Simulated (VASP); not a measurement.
Input of a VASP 6.6.1 run:

The input INCAR:

```
SYSTEM = GaAs
PREC = Accurate
ENCUT = 500
EDIFF = 1E-6
ISMEAR = 0
SIGMA = 0.02
LREAL = .False.
LASPH = .True.
NELM = 120
ALGO = Normal
ISIF = 2
LWAVE = .False.
LCHARG = .True.
GGA = PS
LELF = .True.
LVHAR = .True.
NBANDS = 16
GGA_COMPAT = .False.
```

File KPOINTS:

```
Automatic mesh
0
Gamma
  10 10 10
  0 0 0
```

The input POSCAR:

```
GaAs
1.0
    0.0000000000      2.7191670983      2.9237807509
    2.7191670983      0.0000000000      2.9237807509
    2.7191670983      2.7191670983      0.0000000000
Ga As
1 1
Direct
    0.0000000000      0.0000000000      0.0000000000
    0.2500000000      0.2500000000      0.2500000000
```

Potentials or basis: VASP PAW PBE potentials, release 64 (Ga_d, As).

Command:

```bash
$ cat potpaw_PBE.64/Ga_d/POTCAR potpaw_PBE.64/As/POTCAR > POTCAR
$ mpirun -np 1 vasp_std > vasp.out
```

Question: Predict the pressure.

Answer: 3.7 GPa.

Question: Predict the band gap on the k mesh.

Answer: 0.59 eV.

Stress tensor (GPa, compression positive):
```
5.41 0.00 0.00
0.00 5.41 0.00
0.00 0.00 0.33
```

Caveat: the cell differs from its parent crystal (strained cell); the stress differs along the axes, from 0 to 5 GPa; semilocal functionals underestimate gaps, and a narrow one can read as zero; the PAW data sets were made with another functional, which shifts forces and pressure a little. A k mesh can miss the band edges.
